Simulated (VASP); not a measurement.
Write the native input for VASP 6.6.1 that does the following.

```yaml
Task: single point
Functional: PBEsol
Potentials_or_basis: VASP PAW PBE potentials, release 64 (Be, Te)
Cutoff: 520 eV
k_mesh: 7 × 7 × 7
Occupations: fermi-dirac, width 0.01 eV
Spin: no spin polarisation
Dipole_correction: no
Further_INCAR_settings: ALGO = Normal; EDIFF = 1e-06; NBANDS = 11
```

The structure of BeTe lies in POSCAR:

```
BeTe
1.0
    0.0000000000      2.8211373074      2.8211373074
    2.8211373074      0.0000000000      2.8211373074
    2.8211373074      2.8211373074      0.0000000000
Be Te
1 1
Direct
    0.0000000000      0.0000000000      0.0000000000
    0.2500000000      0.2500000000      0.2500000000
```

One way to write it, as run:

INCAR

```
SYSTEM = BeTe
PREC     = Accurate       ! precision mode
ENCUT    = 520            ! plane-wave cutoff, eV
EDIFF    = 1E-6           ! SCF threshold, eV
ISMEAR   = -1             ! smearing method
SIGMA    = 0.01           ! smearing width, eV
LREAL    = .FALSE.        ! projectors in reciprocal space
LASPH    = .TRUE.         ! aspherical terms in the spheres
NELM     = 60             ! most SCF steps
ALGO     = Normal         ! electronic algorithm
ISIF     = 2              ! what is computed and relaxed
LWAVE    = .FALSE.        ! write WAVECAR
LCHARG   = .FALSE.        ! write CHGCAR
GGA      = PS             ! functional
NBANDS   = 11             ! bands
```

KPOINTS

```
Automatic mesh
0
G
  7 7 7
  0 0 0
```

Potentials or basis: VASP PAW PBE potentials, release 64 (Be, Te).

Run with:

```sh
$ cat potpaw_PBE.64/Be/POTCAR potpaw_PBE.64/Te/POTCAR > POTCAR
$ mpirun -np 1 vasp_std > vasp.out
```

It gave:

```
Pressure               : -0.9 GPa
Band gap on the k mesh : 1.93 eV, indirect (least direct gap 3.60 eV)
```

Caveat: the PAW data sets were made with another functional, which shifts forces and pressure a little; spin-orbit coupling is left out, which moves the levels of the heavy elements.

Wall time 9.9 s on 1 thread of AMD EPYC 7R43 64-Core Processor (Zen 3), with other jobs on the host, peak memory 0.13 GiB.
